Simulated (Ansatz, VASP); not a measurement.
# Two plane-wave programs on Ti

```
Ti
1.0
     0.00000    2.02321    2.02321
     2.02321    0.00000    2.02321
     2.02321    2.02321    0.00000
Ti
1
Direct
  0.00000 0.00000 0.00000
```

Change from the starting cell: volume scaled by 0.99, PAW files.

Alike in both runs: task electric field gradients; functional LDA; k mesh 15 × 15 × 15; occupations fermi-dirac, width 0.05 eV; no spin polarisation.

|  | VASP | Ansatz |
| --- | --- | --- |
| version | VASP 6.6.1 | Ansatz 0.2.0 |
| potentials or method | VASP PAW LDA potentials, release 64 (Ti_sv) | PAW with Ansatz's default frozen-core files, scalar-relativistic |
| plane-wave cutoff (eV) | 400 | 420 |
| valence electrons in the cell | 12 | 12 |

Ansatz gave:

```
pressure (GPa) : -3.8
```

Q: Estimate VASP's values.

A: Pressure (GPa): -4.6.

LDA's correlation is that of Perdew and Zunger in VASP and of Perdew and Wang (1992) in Ansatz.
